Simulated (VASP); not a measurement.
# C (P6_3/mmc) in VASP: notebook

The runs below take C through relaxation of the atoms, with PBEsol.

Everything below comes from runs of VASP 6.6.1. Logs are shortened: lines on timing, memory, paths and dates and some standing lists are left out, and cuts for length are marked.

## (1) The cell of the first run

Symmetry: P6_3/mmc, No. 194, hexagonal system. The conventional cell has a = 2.461 Å, b = 2.461 Å, c = 4.165 Å, α = 90.00°, β = 90.00°, γ = 120.00°. C (site symmetry 3m) has 4 C at 1.51 to 1.56 Å within 2.0 Å.

## (2) Relaxation of the atoms, PBEsol (strained cell)

Contents of INCAR:

```
PREC = Accurate ; ENCUT = 520
EDIFF = 1E-6 ; ISMEAR = 0
SIGMA = 0.02 ; LREAL = F
LASPH = T ; NELM = 100
ALGO = Normal ; ISIF = 2
LWAVE = F ; LCHARG = F
GGA = PS ; IBRION = 2
NSW = 60 ; EDIFFG = -0.002
```

Contents of KPOINTS:

```
regular mesh
0
Gamma
  9 9 6
```

Contents of POSCAR:

```
C
1.0
    2.4612466108      0.0000000000      0.0000000000
   -1.2306233054      2.1315020900      0.0000000000
    0.0000000000      0.0000000000      4.1652711190
C
4
Direct
    0.3333333333      0.6666666667     -0.0001053994
    0.6666666667      0.3333333333      0.4998946006
    0.3333333333      0.6666666667      0.3741053994
    0.6666666667      0.3333333333      0.8741053994
```

Potentials or basis: VASP PAW PBE potentials, release 64 (C).

Started as:

```sh
$ cat potpaw_PBE.64/C/POTCAR > POTCAR
$ mpirun -np 1 vasp_std > vasp.out
```

OUTCAR:

```text
PREC = Accurate
   ENCUT = 520
   EDIFF = 1E-6
   ISMEAR = 0
   LREAL = F
   LASPH = T
   NELM = 100
   ISIF = 2
   GGA = PS
   IBRION = 2
   NSW = 60
   EDIFFG = -0.002

 ion  position               nearest neighbor table
   1  0.333  0.667  1.000-   4 1.51   4 1.51   4 1.51   3 1.56
   2  0.667  0.333  0.500-   3 1.51   3 1.51   3 1.51   4 1.56
   3  0.333  0.667  0.374-   2 1.51   2 1.51   2 1.51   1 1.56
   4  0.667  0.333  0.874-   1 1.51   1 1.51   1 1.51   2 1.56

  LATTYP: Found a hexagonal cell.
 ALAT       =     2.4612466108
 C/A-ratio  =     1.6923420435

  Lattice vectors:

 A1 = (   2.4612466108,   0.0000000000,   0.0000000000)
 A2 = (  -1.2306233054,   2.1315020900,   0.0000000000)
 A3 = (   0.0000000000,   0.0000000000,   4.1652711190)

Analysis of symmetry for initial positions (statically):
=====================================================================
 Subroutine PRICEL returns:
 Original cell was already a primitive cell.

 Routine SETGRP: Setting up the symmetry group for a
 hexagonal supercell.

 Subroutine GETGRP returns: Found 24 space group operations
 (whereof  6 operations were pure point group operations)
 out of a pool of 24 trial point group operations.

The static configuration has the point symmetry C_3v.
 The point group associated with its full space group is D_6h.

Analysis of symmetry for dynamics (positions and initial velocities):
=====================================================================
 Subroutine PRICEL returns:
 Original cell was already a primitive cell.

 Routine SETGRP: Setting up the symmetry group for a
 hexagonal supercell.

 Subroutine GETGRP returns: Found 24 space group operations
 (whereof  6 operations were pure point group operations)
 out of a pool of 24 trial point group operations.

The dynamic configuration has the point symmetry C_3v.
 The point group associated with its full space group is D_6h.

 Subroutine INISYM returns: Found 24 space group operations
 (whereof  6 operations are pure point group operations),
 and found     1 'primitive' translations

----------------------------------------------------------------------------------------

                                     Primitive cell

  volume of cell :      21.8516

  direct lattice vectors                    reciprocal lattice vectors
     2.461246611  0.000000000  0.000000000     0.406298172  0.234576359  0.000000000
    -1.230623305  2.131502090  0.000000000     0.000000000  0.469152718  0.000000000
     0.000000000  0.000000000  4.165271119     0.000000000  0.000000000  0.240080410

  length of vectors
     2.461246611  2.461246611  4.165271119     0.469152719  0.469152718  0.240080410

  position of ions in fractional coordinates (direct lattice)
     0.333333333  0.666666667  0.999894601
     0.666666667  0.333333333  0.499894601
     0.333333333  0.666666667  0.374105399
     0.666666667  0.333333333  0.874105399

  ion indices of the primitive-cell ions
   primitive index   ion index
                 1           1
                 2           2
                 3           3
                 4           4

----------------------------------------------------------------------------------------

 KPOINTS: regular mesh

Automatic generation of k-mesh.
 Grid dimensions read from file:
 generate k-points for:    9    9    6

 Generating k-lattice:

  Cartesian coordinates                     Fractional coordinates (reciprocal lattice)
     0.045144241  0.026064040  0.000000000     0.111111111  0.000000000  0.000000000
     0.000000000  0.052128080  0.000000000     0.000000000  0.111111111  0.000000000
     0.000000000  0.000000000  0.040013402     0.000000000  0.000000000  0.166666667

  Length of vectors
     0.052128080  0.052128080  0.040013402

  Shift w.r.t. Gamma in fractional coordinates (k-lattice)
     0.000000000  0.000000000  0.000000000

 Subroutine IBZKPT returns following result:
 ===========================================

 Found     48 irreducible k-points:

 Following reciprocal coordinates:
            Coordinates               Weight
  0.000000  0.000000  0.000000      1.000000
  0.111111  0.000000  0.000000      6.000000
  0.222222 -0.000000  0.000000      6.000000
  0.333333  0.000000  0.000000      6.000000
  0.444444 -0.000000  0.000000      6.000000
  0.111111  0.111111  0.000000      6.000000
[... 16 lines left out ...]
  0.333333  0.222222  0.166667     24.000000
  0.333333  0.333333  0.166667      4.000000
 [... further k-points ...]
   k-points           NKPTS =     48   k-points in BZ     NKDIM =     48   number of bands    NBANDS=     12
   number of dos      NEDOS =    301   number of ions     NIONS =      4
   total plane-waves  NPLWV =  10368
   dimension x,y,z NGX =    18 NGY =   18 NGZ =   32
   dimension x,y,z NGXF=    36 NGYF=   36 NGZF=   64
   ions per type =               4
   NGX,Y,Z   is equivalent  to a cutoff of  12.16, 12.16, 12.77 a.u.
   NGXF,Y,Z  is equivalent  to a cutoff of  24.32, 24.32, 25.54 a.u.
 SYSTEM =  unknown system
   PREC   = accura    normal or accurate (medium, high low for compatibility)
   ISTART =      0    job   : 0-new  1-cont  2-samecut
   ICHARG =      2    charge: 1-file 2-atom 10-const
   ISPIN  =      1    spin polarized calculation?
   LNONCOLLINEAR =      F non collinear calculations
   LSORBIT =      F    spin-orbit coupling
   LASPH  =      T    aspherical Exc in radial PAW
   ENCUT  =  520.0 eV  38.22 Ry    6.18 a.u.   4.58  4.58  7.74*2*pi/ulx,y,z
   NELM   =    100;   NELMIN=  2; NELMDL= -5     # of ELM steps
   EDIFF  = 0.1E-05   stopping-criterion for ELM
   LREAL  =      F    real-space projection
   EDIFFG = -.2E-02   stopping-criterion for IOM
   NSW    =     60    number of steps for IOM
   IBRION =      2    ionic relax: 0-MD 1-quasi-New 2-CG
   NFREE  =      1    steps in history (QN), initial steepest desc. (CG)
   ISIF   =      2    stress and relaxation
   ISYM   =      2    0-nonsym 1-usesym 2-fastsym
   POTIM  = 0.5000    time-step for ionic-motion
   TEBEG  =    0.0;   TEEND  =   0.0 temperature during run
   PSTRESS=    0.0 pullay stress
   NELECT =      16.0000    total number of electrons
   NUPDOWN=      -1.0000    fix difference up-down
   EMIN   =  10.00;   EMAX   =-10.00  energy-range for DOS
   EFERMI =   0.00;   METHOD = LEGACY
   ISMEAR =     0;   SIGMA  =   0.02  broadening in eV -4-tet -1-fermi 0-gaus
   EFERMI_NEDOS =   21; number of points for ismear=-14 and -15
   IALGO  =     38    algorithm
   IMIX   =      4    mixing-type and parameters
     AMIX     =   0.40;   BMIX     =  1.00
     AMIX_MAG =   1.60;   BMIX_MAG =  1.00
  volume/ion in A,a.u.               =       5.46        36.87
  Fermi-wavevector in a.u.,A,eV,Ry     =   1.475548  2.788382 29.623187  2.177243
  Thomas-Fermi vector in A             =   2.590184
   LORBIT       =      0    0 simple, 1 ext, 2 COOP (PROOUT), +10 PAW based schemes
   GGA     = PS    functional components
   LHFCALC =     F    Hartree Fock is set to
   AEXX    =    0.0000 exact exchange contribution
   IVDW    =     0    specifies the selected vdW correction
   LEPSILON=     F    determine dielectric tensor
   LRPA    =     F    only Hartree local field effects (RPA)
 conjugate gradient relaxation of ions
 non-spin polarized calculation
 Gauss-broadening in eV      SIGMA  =   0.02
  energy-cutoff  :      520.00
  volume of cell :       21.85
 maximum number of plane-waves:       608
   NGX =  9   NGY =  9   NGZ = 15

--------------------------------------- Ionic step        1  -------------------------------------------

 number of electron      15.9999994 magnetization

 Free energy of the ion-electron system (eV)
  ---------------------------------------------------
  ext. energy  EPLUGINS =         0.00000000
  ---------------------------------------------------
  free energy    TOTEN  =       -38.35436135 eV

  energy without entropy =      -38.35436135  energy(sigma->0) =      -38.35436135

------------------------ aborting loop because EDIFF is reached ----------------------------------------

  FORCE on cell =-STRESS in cart. coord.  units (eV):
  Direction    XX          YY          ZZ          XY          YZ          ZX
  --------------------------------------------------------------------------------------
  -------------------------------------------------------------------------------------
  Total        3.0915673      3.0915673      0.0326252      0.0000000      0.0000000      0.0000000
  in kB      226.6757778    226.6757779      2.3921021      0.0000000      0.0000000      0.0000000
  external PRESSURE =     151.9145526 kB  Pullay stress =       0.0000000 kB
[... 61 lines left out ...]
  energy  without entropy=      -38.3537720474  energy(sigma->0) =      -38.35377205

--------------------------------------- Ionic step        3  -------------------------------------------

 number of electron      15.9999994 magnetization

 Free energy of the ion-electron system (eV)
  ---------------------------------------------------
  ext. energy  EPLUGINS =         0.00000000
  ---------------------------------------------------
  free energy    TOTEN  =       -38.35446530 eV

  energy without entropy =      -38.35446530  energy(sigma->0) =      -38.35446530

 E-fermi :  10.6951     XC(G=0): -13.6144

 val. band max:       10.5842242570   @ k =   0.0000   0.0000   0.0000
 cond. band min:      13.4516026087   @ k =   0.3333   0.3333   0.0000
 fundamental gap:      2.8673783517
 Fermi energy:        10.6950729640

 k-point     1 :       0.0000    0.0000    0.0000
  band No.  band energies     occupation
      1     -11.7971      2.00000
      2      -6.1902      2.00000
      3      -3.6671      2.00000
      4       7.5310      2.00000
      5       7.5310      2.00000
      6       9.9801      2.00000
      7      10.5842      2.00000
      8      10.5842      2.00000
      9      15.5207      0.00000
     10      15.7276      0.00000
     11      15.7276      0.00000
     12      19.5865      0.00000
[... 331 lines left out ...]
 k-point    24 :       0.3333    0.3333    0.1667
  band No.  band energies     occupation
      1      -4.1064      2.00000
      2      -4.1064      2.00000
      3      -0.8874      2.00000
      4      -0.2270      2.00000
      5      -0.2270      2.00000
      6       2.6048      2.00000
      7       4.0188      2.00000
      8       4.0188      2.00000
      9      14.2921      0.00000
     10      20.8201      0.00000
     11      20.8201      0.00000
     12      23.7853      0.00000

 [... further k-points ...]

------------------------ aborting loop because EDIFF is reached ----------------------------------------

  FORCE on cell =-STRESS in cart. coord.  units (eV):
  Direction    XX          YY          ZZ          XY          YZ          ZX
  --------------------------------------------------------------------------------------
  -------------------------------------------------------------------------------------
  Total        3.0798963      3.0798963      0.0320265      0.0000000      0.0000000      0.0000000
  in kB      225.8200561    225.8200561      2.3482020      0.0000000      0.0000000      0.0000000
  external PRESSURE =     151.3294380 kB  Pullay stress =       0.0000000 kB
[... 19 lines left out ...]
  FREE ENERGIE OF THE ION-ELECTRON SYSTEM (eV)
  ---------------------------------------------------
  free  energy   TOTEN  =       -38.3544652960 eV

  energy  without entropy=      -38.3544652960  energy(sigma->0) =      -38.35446530

 reached required accuracy - stopping structural energy minimisation
```

Run time: 20 s. Hardware: 1 thread of AMD EPYC 7R43 (Zen 3), shared host; peak memory 0.09 GiB.

Results:

```
Free energy               : -38.3545 eV
Energy gained by relaxing : 0.0 meV/atom
Ionic steps               : 3
Pressure after relaxing   : 15.1 GPa
Band gap on the k mesh    : 2.87 eV (least direct gap 4.94 eV)
```

The path:
| step | energy change (eV) | largest force (eV/Å) | pressure (GPa) |
| --- | --- | --- | --- |
| 1 | 0.0000 | 0.0620 | 15.19 |
| 2 | 0.0006 | 0.1613 | 15.01 |
| 3 | -0.0001 | 0.0001 | 15.13 |

Final structure:
```xyz
4
Lattice="2.4612 0.0000 0.0000 -1.2306 2.1315 0.0000 0.0000 0.0000 4.1653" Properties=species:S:1:pos:R:3 pbc="T T T"
C     0.0000    1.4210    0.0004
C     1.2306    0.7105    2.0830
C     0.0000    1.4210    1.5574
C     1.2306    0.7105    3.6400
```

Caveat: the cell differs from its parent crystal (strained cell); the PAW data sets were made with another functional, which shifts forces and pressure a little. A k mesh can miss the band edges.

## (3) Relaxation of the atoms, PBEsol (strained cell)

Contents of INCAR:

```
PREC = Accurate
ENCUT = 520
EDIFF = 1E-7
ISMEAR = 0
SIGMA = 0.02
LREAL = False
LASPH = True
NELM = 60
ALGO = Normal
ISIF = 2
LWAVE = False
LCHARG = False
GGA = PS
IBRION = 2
NSW = 60
EDIFFG = -0.002
```

Contents of KPOINTS:

```
Automatic mesh
0
Gamma
  9 9 6
```

Contents of POSCAR:

```
C
1.0
    2.4612466108      0.0000000000      0.0000000000
   -1.2306233054      2.1315020900      0.0000000000
    0.0000000000      0.0000000000      4.1627206575
C
4
Direct
    0.3333333333      0.6666666667      0.0000560326
    0.6666666667      0.3333333333      0.5000560326
    0.3333333333      0.6666666667      0.3739439674
    0.6666666667      0.3333333333      0.8739439674
```

Potentials or basis: VASP PAW PBE potentials, release 64 (C).

Started as:

```sh
$ cat potpaw_PBE.64/C/POTCAR > POTCAR
$ mpirun -np 1 vasp_std > vasp.out
```

Wall time 21 s (1 thread of AMD EPYC 7R43 (Zen 3), shared host); peak memory 0.09 GiB.

The run converged. Its results:

- Free energy: -38.3544 eV
- Energy gained by relaxing: 0.0 meV/atom
- Ionic steps: 3
- Pressure after relaxing: 15.4 GPa
- Band gap on the k mesh: 2.87 eV (least direct gap 4.96 eV)

Stress tensor (GPa, compression positive):
```
22.61  0.00  0.00
 0.00 22.61  0.00
 0.00  0.00  1.09
```

Final structure:
```xyz
4
Lattice="2.4612 0.0000 0.0000 -1.2306 2.1315 0.0000 0.0000 0.0000 4.1627" Properties=species:S:1:pos:R:3 pbc="T T T"
C     0.0000    1.4210    0.0004
C     1.2306    0.7105    2.0818
C     0.0000    1.4210    1.5565
C     1.2306    0.7105    3.6378
```

Levels at points of the mesh, in eV from the valence-band top:
| k point | band 5 | band 6 | band 7 | band 8 | band 9 | band 10 | band 11 | band 12 |
| --- | --- | --- | --- | --- | --- | --- | --- | --- |
| (0.00, 0.00, 0.00) | -3.06 | -0.60 | 0.00 | 0.00 | 4.96 | 5.14 | 5.14 | 8.99 |
| (0.00, 0.00, 0.50) | -1.83 | -1.83 | -1.83 | -1.83 | 7.42 | 7.42 | 7.42 | 7.42 |

Caveat: the cell differs from its parent crystal (strained cell); the PAW data sets were made with another functional, which shifts forces and pressure a little.

## (4) Relaxation of the atoms, PBEsol (strained cell)

Contents of INCAR:

```
SYSTEM = C
  ALGO = Normal
  EDIFF = 1E-6
  EDIFFG = -0.002
  ENCUT = 520
  GGA = PS
  IBRION = 2
  ISIF = 2
  ISMEAR = 0
  LASPH = .TRUE.
  LCHARG = .FALSE.
  LREAL = .FALSE.
  LWAVE = .FALSE.
  NELM = 60
  NSW = 60
  PREC = Accurate
  SIGMA = 0.02
```

Contents of KPOINTS:

```
k-points
0
G
  9 9 6
  0 0 0
```

POSCAR: that of step 3 with these lines changed.

```diff
@@ -4,3 +4,3 @@
    -1.2306233054      2.1315020900      0.0000000000
-    0.0000000000      0.0000000000      4.1627206575
+    0.0000000000      0.0000000000      4.1625105851
 C
```

Started as:

```sh
$ cat potpaw_PBE.64/C/POTCAR > POTCAR
$ mpirun -np 1 vasp_std > vasp.out
```

It took 18 s on 1 thread of AMD EPYC 7R43 (Zen 3), shared host; peak memory 0.09 GiB.

Results (log left out):

```
Free energy               : -38.3544 eV
Energy gained by relaxing : 0.0 meV/atom
Ionic steps               : 3
Pressure after relaxing   : 15.5 GPa
Band gap on the k mesh    : 2.87 eV (least direct gap 4.96 eV)
```

Stress tensor (GPa, compression positive):
```
22.61  0.00  0.00
 0.00 22.61  0.00
 0.00  0.00  1.16
```

Final structure:
```cif
data_structure
_symmetry_space_group_name_H-M 'P 1'
_symmetry_Int_Tables_number 1
_cell_length_a 2.4612
_cell_length_b 2.4612
_cell_length_c 4.1625
_cell_angle_alpha 90.000
_cell_angle_beta 90.000
_cell_angle_gamma 120.000
_cell_volume 21.84
loop_
_atom_site_label
_atom_site_type_symbol
_atom_site_fract_x
_atom_site_fract_y
_atom_site_fract_z
_atom_site_occupancy
C1 C 0.33333 0.66667 0.00009 1
C2 C 0.66667 0.33333 0.50010 1
C3 C 0.33333 0.66667 0.37391 1
C4 C 0.66667 0.33333 0.87391 1
```

Levels at points of the mesh, in eV from the valence-band top:
```
           k point  band 6  band 7  band 8  band 9  band 10  band 11
(0.00, 0.00, 0.00)   -0.60    0.00    0.00    4.96     5.14     5.14
(0.00, 0.00, 0.50)   -1.83   -1.83   -1.83    7.42     7.42     7.42
```

Caveat: the cell differs from its parent crystal (strained cell); the PAW data sets were made with another functional, which shifts forces and pressure a little.

## (5) Relaxation of the atoms, PBEsol (strained cell)

Contents of INCAR:

```
ALGO = Normal ; EDIFF = 1E-6
EDIFFG = -0.002 ; ENCUT = 520
GGA = PS ; IBRION = 2
ISIF = 2 ; ISMEAR = 0
LASPH = True ; LCHARG = False
LREAL = False ; LWAVE = False
NELM = 100 ; NSW = 60
PREC = Accurate ; SIGMA = 0.02
```

Contents of KPOINTS:

```
k-points
0
Gamma
  9 9 6
```

Contents of POSCAR:

```
C
1.0
    2.4612466108      0.0000000000      0.0000000000
   -1.2306233054      2.1315020900      0.0000000000
    0.0000000000      0.0000000000      4.1980341080
C
4
Direct
    0.3333333333      0.6666666667     -0.0002008248
    0.6666666667      0.3333333333      0.4997991752
    0.3333333333      0.6666666667      0.3742008248
    0.6666666667      0.3333333333      0.8742008248
```

Started as:

```sh
$ cat potpaw_PBE.64/C/POTCAR > POTCAR
$ mpirun -np 1 vasp_std > vasp.out
```

Wall time 20 s (1 thread of AMD EPYC 7R43 (Zen 3), shared host); peak memory 0.09 GiB.

The run converged. Its results:

```yaml
Free_energy: -38.3493 eV
Energy_gained_by_relaxing: 0.0 meV/atom
Ionic_steps: 3
Pressure_after_relaxing: 11.4 GPa
Band_gap_on_the_k_mesh: 2.89 eV (least direct gap 4.69 eV)
```

Stress tensor (GPa, compression positive):
```
 22.21   0.00   0.00
  0.00  22.21   0.00
  0.00   0.00 -10.35
```

The path:
| step | energy change (eV) | largest force (eV/Å) | pressure (GPa) |
| --- | --- | --- | --- |
| 1 | 0.0000 | 0.0838 | 11.45 |
| 2 | 0.0010 | 0.2067 | 11.16 |
| 3 | -0.0002 | 0.0001 | 11.36 |

Final structure:
```
CELL_PARAMETERS angstrom
2.46125 0.00000 0.00000
-1.23062 2.13150 0.00000
0.00000 0.00000 4.19803
ATOMIC_POSITIONS crystal
C 0.33333 0.66667 0.00008
C 0.66667 0.33333 0.50008
C 0.33333 0.66667 0.37392
C 0.66667 0.33333 0.87392
```

Levels at points of the mesh, in eV from the valence-band top:
```csv
k point,band 5,band 6,band 7,band 8,band 9,band 10,band 11,band 12
"(0.00, 0.00, 0.00)",-2.95,-0.61,0.00,0.00,4.69,5.23,5.23,9.11
"(0.00, 0.00, 0.50)",-1.75,-1.75,-1.75,-1.75,7.44,7.44,7.44,7.44
```

Caveat: the cell differs from its parent crystal (strained cell); the PAW data sets were made with another functional, which shifts forces and pressure a little. A k mesh can miss the band edges.

## (6) Overview

| cell | gap on the mesh (eV) | pressure (GPa) |
| --- | --- | --- |
| atoms relaxed from a = 2.461, b = 2.461, c = 4.165 Å, angles 90.0, 90.0, 120.0°, 4 atoms, atomic positions A | 2.87 | 15.1 |
| atoms relaxed from a = 2.461, b = 2.461, c = 4.163 Å, angles 90.0, 90.0, 120.0°, 4 atoms, atomic positions B | 2.87 | 15.5 |
| atoms relaxed from a = 2.461, b = 2.461, c = 4.198 Å, angles 90.0, 90.0, 120.0°, 4 atoms, atomic positions C | 2.89 | 11.4 |

Alike in all rows: task relaxation of the atoms; level PBEsol; potentials or basis VASP PAW PBE potentials, release 64 (C); no spin polarisation; k mesh 9 × 9 × 6; cutoff (eV) 520; smearing gaussian 0.02 eV.

Caveats: the PAW data sets were made with another functional, which shifts forces and pressure a little.

Total energies depend on the potentials used, so only differences within one code and one set of settings carry meaning.
